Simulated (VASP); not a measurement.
# HgTe (Fm-3m) in VASP: a series of runs

The runs below take HgTe through single point, with r2SCAN.

Program: VASP 6.6.1. These are calculated values, not measurements. Logs are shortened: lines on timing, memory, paths and dates and some standing lists are left out, and cuts for length are marked.

## Step 1: The cell of the first run

Symmetry: Fm-3m, No. 225, cubic system. The conventional cell has a = 5.970 Å, b = 5.970 Å, c = 5.970 Å, α = 90.00°, β = 90.00°, γ = 90.00°. Within 3.9 Å of Hg (site symmetry m-3m) lie 6 Te at 2.98 Å. Within 3.9 Å of Te (site symmetry m-3m) lie 6 Hg at 2.98 Å.

## Step 2: Single point, r2SCAN (volume scaled by 0.94)

POSCAR

```
HgTe
1.0
    0.0000000000      2.9848427299      2.9848427299
    2.9848427299      0.0000000000      2.9848427299
    2.9848427299      2.9848427299      0.0000000000
Hg Te
1 1
Direct
    0.0000000000      0.0000000000      0.0000000000
    0.5000000000      0.5000000000      0.5000000000
```

INCAR.step1

```
SYSTEM = HgTe
PREC = Accurate
ENCUT = 520
ISMEAR = 0
SIGMA = 0.1
LREAL = .FALSE.
LASPH = .TRUE.
NELM = 60
NBANDS = 16
GGA = PE
ALGO = Normal
EDIFF = 1E-4
LWAVE = .TRUE.
LCHARG = .FALSE.
```

INCAR.step2

```
SYSTEM = HgTe
PREC = Accurate
ENCUT = 520
EDIFF = 1E-7
ISMEAR = 0
SIGMA = 0.1
LREAL = .FALSE.
LASPH = .TRUE.
NELM = 60
ALGO = Normal
ISIF = 2
LWAVE = .FALSE.
LCHARG = .TRUE.
METAGGA = R2SCAN
LMIXTAU = .TRUE.
LELF = .TRUE.
LVHAR = .TRUE.
NBANDS = 16
ISTART = 1
```

KPOINTS

```
regular mesh
0
G
  12 12 12
  0 0 0
```

Potentials or basis: VASP PAW PBE potentials, release 64 (Hg, Te).

Launch:

```console
> cat potpaw_PBE.64/Hg/POTCAR potpaw_PBE.64/Te/POTCAR > POTCAR
> cp INCAR.step1 INCAR
> mpirun -np 1 vasp_std > vasp.out
> cp INCAR.step2 INCAR
> mpirun -np 1 vasp_std > vasp.out
```

OUTCAR:

```text
SYSTEM = HgTe
   PREC = Accurate
   ENCUT = 520
   EDIFF = 1E-7
   ISMEAR = 0
   LREAL = .FALSE.
   LASPH = .TRUE.
   NELM = 60
   ISIF = 2
   METAGGA = R2SCAN
   ISTART = 1

 ion  position               nearest neighbor table
   1  0.000  0.000  0.000-   2 2.98   2 2.98   2 2.98   2 2.98   2 2.98   2 2.98
   2  0.500  0.500  0.500-   1 2.98   1 2.98   1 2.98   1 2.98   1 2.98   1 2.98

  LATTYP: Found a face centered cubic cell.
 ALAT       =     5.9696854598

  Lattice vectors:

 A1 = (   0.0000000000,   2.9848427299,   2.9848427299)
 A2 = (   2.9848427299,   0.0000000000,   2.9848427299)
 A3 = (   2.9848427299,   2.9848427299,   0.0000000000)

Analysis of symmetry for initial positions (statically):
=====================================================================
 Subroutine PRICEL returns:
 Original cell was already a primitive cell.

 Routine SETGRP: Setting up the symmetry group for a
 face centered cubic supercell.

 Subroutine GETGRP returns: Found 48 space group operations
 (whereof 48 operations were pure point group operations)
 out of a pool of 48 trial point group operations.

The static configuration has the point symmetry O_h .

Analysis of symmetry for dynamics (positions and initial velocities):
=====================================================================
 Subroutine PRICEL returns:
 Original cell was already a primitive cell.

 Routine SETGRP: Setting up the symmetry group for a
 face centered cubic supercell.

 Subroutine GETGRP returns: Found 48 space group operations
 (whereof 48 operations were pure point group operations)
 out of a pool of 48 trial point group operations.

The dynamic configuration has the point symmetry O_h .

 Subroutine INISYM returns: Found 48 space group operations
 (whereof 48 operations are pure point group operations),
 and found     1 'primitive' translations

----------------------------------------------------------------------------------------

                                     Primitive cell

  volume of cell :      53.1856

  direct lattice vectors                    reciprocal lattice vectors
     0.000000000  2.984842730  2.984842730    -0.167513013  0.167513013  0.167513013
     2.984842730  0.000000000  2.984842730     0.167513013 -0.167513013  0.167513013
     2.984842730  2.984842730  0.000000000     0.167513013  0.167513013 -0.167513013

  length of vectors
     4.221205070  4.221205070  4.221205070     0.290141050  0.290141050  0.290141050

  position of ions in fractional coordinates (direct lattice)
     0.000000000  0.000000000  0.000000000
     0.500000000  0.500000000  0.500000000

  ion indices of the primitive-cell ions
   primitive index   ion index
                 1           1
                 2           2

----------------------------------------------------------------------------------------

 KPOINTS: regular mesh

Automatic generation of k-mesh.
 Grid dimensions read from file:
 generate k-points for:   12   12   12

 Generating k-lattice:

  Cartesian coordinates                     Fractional coordinates (reciprocal lattice)
    -0.013959418  0.013959418  0.013959418     0.083333333  0.000000000  0.000000000
     0.013959418 -0.013959418  0.013959418     0.000000000  0.083333333  0.000000000
     0.013959418  0.013959418 -0.013959418     0.000000000  0.000000000  0.083333333

  Length of vectors
     0.024178421  0.024178421  0.024178421

  Shift w.r.t. Gamma in fractional coordinates (k-lattice)
     0.000000000  0.000000000  0.000000000

 Subroutine IBZKPT returns following result:
 ===========================================

 Found     72 irreducible k-points:

 Following reciprocal coordinates:
            Coordinates               Weight
  0.000000  0.000000  0.000000      1.000000
  0.083333  0.000000  0.000000      8.000000
  0.166667  0.000000  0.000000      8.000000
  0.250000  0.000000  0.000000      8.000000
  0.333333  0.000000  0.000000      8.000000
  0.416667  0.000000  0.000000      8.000000
[... 16 lines left out ...]
  0.500000  0.166667  0.000000     24.000000
 -0.416667  0.166667  0.000000     24.000000
 [... further k-points ...]
   k-points           NKPTS =     72   k-points in BZ     NKDIM =     72   number of bands    NBANDS=     16
   number of dos      NEDOS =    301   number of ions     NIONS =      2
   total plane-waves  NPLWV =  32768
   dimension x,y,z NGX =    32 NGY =   32 NGZ =   32
   dimension x,y,z NGXF=    64 NGYF=   64 NGZF=   64
   ions per type =               1   1
   NGX,Y,Z   is equivalent  to a cutoff of  12.60, 12.60, 12.60 a.u.
   NGXF,Y,Z  is equivalent  to a cutoff of  25.21, 25.21, 25.21 a.u.
 SYSTEM =  HgTe
   PREC   = accura    normal or accurate (medium, high low for compatibility)
   ISTART =      1    job   : 0-new  1-cont  2-samecut
   ICHARG =      0    charge: 1-file 2-atom 10-const
   ISPIN  =      1    spin polarized calculation?
   LNONCOLLINEAR =      F non collinear calculations
   LSORBIT =      F    spin-orbit coupling
   LASPH  =      T    aspherical Exc in radial PAW
   ENCUT  =  520.0 eV  38.22 Ry    6.18 a.u.   7.85  7.85  7.85*2*pi/ulx,y,z
   NELM   =     60;   NELMIN=  2; NELMDL=  0     # of ELM steps
   EDIFF  = 0.1E-06   stopping-criterion for ELM
   LREAL  =      F    real-space projection
   EDIFFG = 0.1E-05   stopping-criterion for IOM
   NSW    =      0    number of steps for IOM
   IBRION =     -1    ionic relax: 0-MD 1-quasi-New 2-CG
   NFREE  =      0    steps in history (QN), initial steepest desc. (CG)
   ISIF   =      2    stress and relaxation
   ISYM   =      2    0-nonsym 1-usesym 2-fastsym
   POTIM  = 0.5000    time-step for ionic-motion
   TEBEG  =    0.0;   TEEND  =   0.0 temperature during run
   PSTRESS=    0.0 pullay stress
   NELECT =      18.0000    total number of electrons
   NUPDOWN=      -1.0000    fix difference up-down
   EMIN   =  10.00;   EMAX   =-10.00  energy-range for DOS
   EFERMI =   0.00;   METHOD = LEGACY
   ISMEAR =     0;   SIGMA  =   0.10  broadening in eV -4-tet -1-fermi 0-gaus
   EFERMI_NEDOS =   21; number of points for ismear=-14 and -15
   IALGO  =     38    algorithm
   IMIX   =      4    mixing-type and parameters
     AMIX     =   0.40;   BMIX     =  1.00
     AMIX_MAG =   1.60;   BMIX_MAG =  1.00
  volume/ion in A,a.u.               =      26.59       179.46
  Fermi-wavevector in a.u.,A,eV,Ry     =   1.140865  2.155922 17.708972  1.301573
  Thomas-Fermi vector in A             =   2.277566
   LORBIT       =      0    0 simple, 1 ext, 2 COOP (PROOUT), +10 PAW based schemes
   METAGGA = R2SCAN    functional components
   LHFCALC =     F    Hartree Fock is set to
   AEXX    =    0.0000 exact exchange contribution
   IVDW    =     0    specifies the selected vdW correction
   LEPSILON=     F    determine dielectric tensor
   LRPA    =     F    only Hartree local field effects (RPA)
 non-spin polarized calculation
 Gauss-broadening in eV      SIGMA  =   0.10
  energy-cutoff  :      520.00
  volume of cell :       53.19
 maximum number of plane-waves:      1459
   NGX = 15   NGY = 15   NGZ = 15

 number of electron      17.9999999 magnetization

 Free energy of the ion-electron system (eV)
  ---------------------------------------------------
  ext. energy  EPLUGINS =         0.00000000
  ---------------------------------------------------
  free energy    TOTEN  =       -74.81937259 eV

  energy without entropy =      -74.81472655  energy(sigma->0) =      -74.81704957

 E-fermi :   4.9496     XC(G=0): -10.7675

 val. band max:        4.9358557423   @ k =   0.3333   0.0000   0.0000
 cond. band min:       4.9647521181   @ k =   0.5000   0.0833   0.0000
 fundamental gap:      0.0288963757
 Fermi energy:         4.9495504900

 k-point     1 :       0.0000    0.0000    0.0000
  band No.  band energies     occupation
      1      -7.9883      2.00000
      2      -2.3067      2.00000
      3      -2.3067      2.00000
      4      -2.2331      2.00000
      5      -2.2331      2.00000
      6      -2.2331      2.00000
[... 8 lines left out ...]
     15      13.4059      0.00000
     16      13.4059      0.00000

 k-point     2 :       0.0833    0.0000    0.0000
  band No.  band energies     occupation
      1      -7.9169      2.00000
      2      -2.3355      2.00000
      3      -2.3355      2.00000
      4      -2.2430      2.00000
      5      -2.2233      2.00000
      6      -2.2233      2.00000
[... 8 lines left out ...]
     15      13.4675      0.00000
     16      13.4675      0.00000

 k-point     3 :       0.1667    0.0000    0.0000
  band No.  band energies     occupation
      1      -7.7087      2.00000
      2      -2.4185      2.00000
      3      -2.4185      2.00000
      4      -2.2774      2.00000
      5      -2.1894      2.00000
      6      -2.1894      2.00000
[... 8 lines left out ...]
     15      13.8094      0.00000
     16      13.8094      0.00000

 k-point     4 :       0.2500    0.0000    0.0000
  band No.  band energies     occupation
      1      -7.3852      2.00000
      2      -2.5294      2.00000
      3      -2.5294      2.00000
      4      -2.3544      2.00000
      5      -2.1395      2.00000
      6      -2.1395      2.00000
[... 8 lines left out ...]
     15      14.3894      0.00000
     16      14.3894      0.00000
[... 324 lines left out ...]
 k-point    22 :       0.4167    0.1667    0.0000
  band No.  band energies     occupation
      1      -6.8147      2.00000
      2      -2.6767      2.00000
      3      -2.5224      2.00000
      4      -2.4057      2.00000
      5      -2.0730      2.00000
      6      -2.0336      2.00000
[... 8 lines left out ...]
     15      16.7595      0.00000
     16      16.8931      0.00000

 k-point    23 :       0.5000    0.1667    0.0000
  band No.  band energies     occupation
      1      -6.5759      2.00000
      2      -2.6366      2.00000
      3      -2.6185      2.00000
      4      -2.4998      2.00000
      5      -2.0285      2.00000
      6      -2.0189      2.00000
[... 8 lines left out ...]
     15      16.7947      0.00000
     16      17.4694      0.00000

 k-point    24 :      -0.4167    0.1667    0.0000
  band No.  band energies     occupation
      1      -6.5227      2.00000
      2      -2.7106      2.00000
      3      -2.6801      2.00000
      4      -2.4495      2.00000
      5      -2.0334      2.00000
      6      -2.0022      2.00000
[... 8 lines left out ...]
     15      15.8143      0.00000
     16      16.5716      0.00000

 [... further k-points ...]
[... 5 lines left out ...]
  --------------------------------------------------------------------------------------
  -------------------------------------------------------------------------------------
  Total        1.3505628      1.3505628      1.3505628      0.0000000      0.0000000      0.0000000
  in kB       40.6846886     40.6846886     40.6846886      0.0000000      0.0000000      0.0000000
  external PRESSURE =      40.6846886 kB  Pullay stress =       0.0000000 kB

 VOLUME and BASIS-vectors are now :
 -----------------------------------------------------------------------------
  energy-cutoff  :      520.00
  volume of cell :       53.19
      direct lattice vectors                 reciprocal lattice vectors
     0.000000000  2.984842730  2.984842730    -0.167513013  0.167513013  0.167513013
     2.984842730  0.000000000  2.984842730     0.167513013 -0.167513013  0.167513013
     2.984842730  2.984842730  0.000000000     0.167513013  0.167513013 -0.167513013

 POSITION                                       TOTAL-FORCE (eV/Angst)
 -----------------------------------------------------------------------------------
      0.00000      0.00000      0.00000         0.000000     -0.000000     -0.000000
      2.98484      2.98484      2.98484        -0.000000      0.000000      0.000000
 -----------------------------------------------------------------------------------
    total drift:                                0.000000     -0.000000     -0.000000

  FREE ENERGIE OF THE ION-ELECTRON SYSTEM (eV)
  ---------------------------------------------------
  free  energy   TOTEN  =       -74.8193725913 eV

  energy  without entropy=      -74.8147265451  energy(sigma->0) =      -74.81704957
```

It took 2.9 min on 1 thread of Intel Xeon Platinum 8259CL at 2.50GHz (Skylake/Cascade Lake), shared host; peak memory 0.23 GiB.

What came out:

- Free energy: -74.8194 eV
- Pressure: 4.1 GPa
- Band gap on the k mesh: zero (band 9 reaches 5.30 eV, above the bottom of band 10 at 2.33 eV)

Caveat: the PAW data sets were made with another functional, which shifts forces and pressure a little; spin-orbit coupling is left out, which moves the levels of the heavy elements.

## Step 3: Single point, r2SCAN (volume scaled by 0.97)

POSCAR

```
HgTe
1.0
    0.0000000000      3.0162644362      3.0162644362
    3.0162644362      0.0000000000      3.0162644362
    3.0162644362      3.0162644362      0.0000000000
Hg Te
1 1
Direct
    0.0000000000      0.0000000000      0.0000000000
    0.5000000000      0.5000000000      0.5000000000
```

INCAR.step1

```
PREC     = Accurate       # precision mode
ENCUT    = 520            # plane-wave cutoff, eV
ISMEAR   = 0              # smearing method
SIGMA    = 0.1            # smearing width, eV
LREAL    = F              # projectors in reciprocal space
LASPH    = T              # aspherical terms in the spheres
NELM     = 60             # most SCF steps
NBANDS   = 16             # bands
GGA      = PE             # functional
ALGO     = Normal         # electronic algorithm
EDIFF    = 1E-4           # SCF threshold, eV
LWAVE    = T              # write WAVECAR
LCHARG   = F              # write CHGCAR
```

INCAR.step2

```
PREC     = Accurate       # precision mode
ENCUT    = 520            # plane-wave cutoff, eV
EDIFF    = 1E-6           # SCF threshold, eV
ISMEAR   = 0              # smearing method
SIGMA    = 0.1            # smearing width, eV
LREAL    = F              # projectors in reciprocal space
LASPH    = T              # aspherical terms in the spheres
NELM     = 60             # most SCF steps
ALGO     = Normal         # electronic algorithm
ISIF     = 2              # what is computed and relaxed
LWAVE    = F              # write WAVECAR
LCHARG   = T              # write CHGCAR
METAGGA  = R2SCAN         # meta-GGA
LMIXTAU  = T            
LELF     = T              # ELF
LVHAR    = T            
NBANDS   = 16             # bands
ISTART   = 1
```

KPOINTS

```
regular mesh
0
Gamma
  12 12 12
```

Potentials or basis: VASP PAW PBE potentials, release 64 (Hg, Te).

Launch:

```console
> cat potpaw_PBE.64/Hg/POTCAR potpaw_PBE.64/Te/POTCAR > POTCAR
> cp INCAR.step1 INCAR
> mpirun -np 1 vasp_std > vasp.out
> cp INCAR.step2 INCAR
> mpirun -np 1 vasp_std > vasp.out
```

Run time: 2.7 min. Hardware: 1 thread of Intel Xeon Platinum 8259CL at 2.50GHz (Skylake/Cascade Lake), shared host; peak memory 0.23 GiB.

Results (log left out):

```yaml
Free_energy: -74.8512 eV
Pressure: 1.9 GPa
Band_gap_on_the_k_mesh: zero (band 9 reaches 4.88 eV, above the bottom of band 10 at 2.09 eV)
```

Levels at points of the mesh, in eV from the Fermi level:
```
           k point  band 6  band 7  band 8  band 9  band 10  band 11  band 12  band 13
(0.00, 0.00, 0.00)   -7.05   -0.80   -0.80   -0.80    -0.46     8.13     8.13     8.13
(0.50, 0.00, 0.00)   -6.87   -5.84    0.31    0.31     3.05     4.16     4.24     4.24
(0.50, 0.50, 0.00)   -6.07   -4.59   -2.72   -2.48    -2.48     5.17    10.01    10.01
```

Caveat: the PAW data sets were made with another functional, which shifts forces and pressure a little; spin-orbit coupling is left out, which moves the levels of the heavy elements.
